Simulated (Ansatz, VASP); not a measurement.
# One calculation of Ti, two programs

Contents of INCAR:

```
ALGO = Fast
EDIFF = 1E-6
ENCUT = 520
GGA = PS
ISIF = 2
ISMEAR = 0
LASPH = T
LCHARG = F
LREAL = F
LWAVE = F
NBANDS = 12
NELM = 100
PREC = Accurate
SIGMA = 0.15
```

The input KPOINTS:

```
k-points
0
Gamma
  22 22 22
```

The input POSCAR:

```
Ti
1.0
   -1.4417530988      1.4417530988      2.0948672526
    1.4417530988     -1.4417530988      2.0948672526
    1.4417530988      1.4417530988     -2.0948672526
Ti
1
Direct
    0.0000000000      0.0000000000      0.0000000000
```

Input for Ansatz:

```yaml
crystal:
  lattice:
    - [-1.4417530988, 1.4417530988, 2.0948672526]
    - [1.4417530988, -1.4417530988, 2.0948672526]
    - [1.4417530988, 1.4417530988, -2.0948672526]
  atoms:
    - { symbol: Ti, position: [0.0, 0.0, 0.0] }
basis:
  ecutwfc: 520.0
kpoints:
  mp_grid: { grid: [22, 22, 22] }
hamiltonian:
  xc: pbesol
  pseudopotentials: { kind: paw, azcp: { folder: soft_1 } }
scf:
  occupations: { method: gaussian, width: 0.15 }
output:
  forces: true
  stress: true
  eigenvalues: true
```

Alike in both runs: task single point; functional PBEsol; k mesh 22 × 22 × 22; occupations gaussian, width 0.15 eV; no spin polarisation.

|  | VASP | Ansatz |
| --- | --- | --- |
| version | VASP 6.6.1 | Ansatz 0.2.0 |
| potentials or method | VASP PAW PBE potentials, release 64 (Ti_sv), cutoff 520 eV | scalar-relativistic, plane waves, PAW |
| valence electrons in the cell | 12 | 12 |

VASP gave:

- gap on the k mesh at the Fermi level (eV): none
- pressure (GPa): -4.8
- traceless stress, the component that is largest in VASP (GPa): -0.62

Question: Estimate Ansatz's values.

Answer: gap on the k mesh at the Fermi level (eV): none; pressure (GPa): -4.6; traceless stress, the component that is largest in VASP (GPa): -0.61.

VASP's potentials were made for PBE, not for PBEsol, and Ansatz warns of the same on its side. A gap of «none» marks a metal or a gap that the smearing closes.
